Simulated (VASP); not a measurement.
Write the native input for VASP 6.6.1 that does the following.

| Item | Value |
| --- | --- |
| Task | relaxation of cell and atoms |
| Functional | PBE |
| Potentials or basis | VASP PAW PBE potentials, release 64 (Sr_sv, Al, O) |
| Cutoff | 600 eV |
| k mesh | 6 × 6 × 4 |
| Occupations | gaussian, width 0.1 eV |
| Spin | no spin polarisation |
| Dipole correction | no |
| Further INCAR settings | ALGO = Normal; EDIFF = 1e-07; IBRION = 2; EDIFFG = -0.04; NSW = 90; ISIF = 3 |

The structure of SrAlO lies in POSCAR:

```
SrAlO
1.0
    3.7363912199      0.0000000000      0.0000000000
    0.0000000000      3.7363912199      0.0000000000
    0.0000000000      0.0000000000      3.9930328241
Sr Al O
1 1 1
Direct
    0.0000000000      0.0000000000      0.0000000000
    0.5000000000      0.5000000000      0.5000000000
    0.5000000000      0.5000000000      0.0000000000
```

The input as run:

INCAR

```
  PREC = Accurate
  ENCUT = 600
  EDIFF = 1E-7
  ISMEAR = 0
  SIGMA = 0.1
  LREAL = False
  LASPH = True
  NELM = 100
  ALGO = Normal
  ISIF = 3
  LWAVE = False
  LCHARG = False
  GGA = PE
  IBRION = 2
  NSW = 90
  EDIFFG = -0.04
```

KPOINTS

```
regular mesh
0
Gamma
  6 6 4
```

Potentials or basis: VASP PAW PBE potentials, release 64 (Sr_sv, Al, O).

Command:

```sh
$ cat potpaw_PBE.64/Sr_sv/POTCAR potpaw_PBE.64/Al/POTCAR potpaw_PBE.64/O/POTCAR > POTCAR
$ mpirun -np 1 vasp_std > vasp.out
```

It gave:

| Item | Value |
| --- | --- |
| Pressure after relaxing | 0.2 GPa |

Caveat: the k points lie up to 0.39 Å⁻¹ apart in the final cell; the relaxation stopped at its first step, so nothing moved; an odd number of electrons without spin polarisation forces a metal; a magnetic or distorted state may lie lower.

Run time: 21 s on 1 thread of Intel(R) Xeon(R) Platinum 8259CL CPU @ 2.50GHz (Skylake/Cascade Lake), on a shared host, peak memory 0.19 GiB.
